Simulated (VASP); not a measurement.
Write the native input for VASP 6.6.1 that does the following.

```
Task                   : single point
Functional             : LDA
Potentials or basis    : VASP PAW LDA potentials, release 64 (Ta_pv)
Cutoff                 : 520 eV
k mesh                 : 14 × 14 × 14
Occupations            : methfessel-paxton, width 0.2 eV
Spin                   : no spin polarisation
Dipole correction      : no
Further INCAR settings : ALGO = Normal; EDIFF = 1e-06; NBANDS = 12
```

The structure of Ta lies in POSCAR:

```
Ta
1.0
   -1.6276710318      1.6276710318      1.6276710318
    1.6276710318     -1.6276710318      1.6276710318
    1.6276710318      1.6276710318     -1.6276710318
Ta
1
Direct
    0.0000000000      0.0000000000      0.0000000000
```

One way to write it, as run:

INCAR

```
PREC     = Accurate       # precision mode
ENCUT    = 520            # plane-wave cutoff, eV
EDIFF    = 1E-6           # SCF threshold, eV
ISMEAR   = 1              # smearing method
SIGMA    = 0.2            # smearing width, eV
LREAL    = False          # projectors in reciprocal space
LASPH    = True           # aspherical terms in the spheres
NELM     = 60             # most SCF steps
ALGO     = Normal         # electronic algorithm
ISIF     = 2              # what is computed and relaxed
LWAVE    = False          # write WAVECAR
LCHARG   = False          # write CHGCAR
NBANDS   = 12             # bands
```

KPOINTS

```
Automatic mesh
0
Gamma
  14 14 14
```

Potentials or basis: VASP PAW LDA potentials, release 64 (Ta_pv).

Command:

```sh
$ cat potpaw_LDA.64/Ta_pv/POTCAR > POTCAR
$ mpirun -np 1 vasp_std > vasp.out
```

Results of the run:

| Property | Result |
| --- | --- |
| Pressure | 0.9 GPa |

Wall time 11 s on 1 thread of Intel Xeon 6975P-C (shared host), peak memory 0.14 GiB.
